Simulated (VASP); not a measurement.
The system is Zn.

```
Zn
1.0
     2.79000    0.00000    0.00000
    -1.39500    2.41621    0.00000
     0.00000    0.00000    4.55607
Zn
2
Direct
  0.33333 0.66667 0.25000
  0.66667 0.33333 0.75000
```

```yaml
Program: VASP 6.6.1
Task: relaxation of cell and atoms
Functional: PBE
Potentials_or_basis: VASP PAW PBE potentials, release 64 (Zn)
Cutoff: 600 eV
k_mesh: 8 × 8 × 5
Occupations: methfessel-paxton, width 0.1 eV
Spin: no spin polarisation
```

At the start: pressure -1.8 GPa; volume 15.36 Å³/atom.

Where does the relaxation end?

Over 8 steps the energy falls by 2.7 meV/atom and the volume is 14.94 Å³/atom (-2.7 %); space group P6_3/mmc (No. 194, to 0.05 Å).

The path:
| step | energy change (eV) | largest force (eV/Å) | pressure (GPa) | volume (Å³) |
| --- | --- | --- | --- | --- |
| 1 | 0.0000 | 0.0000 | -1.83 | 30.71 |
| 2 | -0.0053 | 0.0000 | -0.19 | 29.94 |
| 3 | -0.0053 | 0.0000 | 0.08 | 29.84 |
| 4 | -0.0054 | 0.0000 | 0.09 | 29.86 |
| 5 | -0.0053 | 0.0000 | -0.01 | 29.90 |
| 6 | -0.0053 | 0.0000 | -0.01 | 29.87 |
| 7 | -0.0055 | 0.0000 | -0.29 | 29.88 |
| 8 | -0.0055 | 0.0000 | 0.03 | 29.88 |

Final structure:
```
CELL_PARAMETERS angstrom
2.75756 0.00000 0.00000
-1.37878 2.38811 0.00000
0.00000 0.00000 4.53809
ATOMIC_POSITIONS crystal
Zn 0.33333 0.66667 0.25000
Zn 0.66667 0.33333 0.75000
```
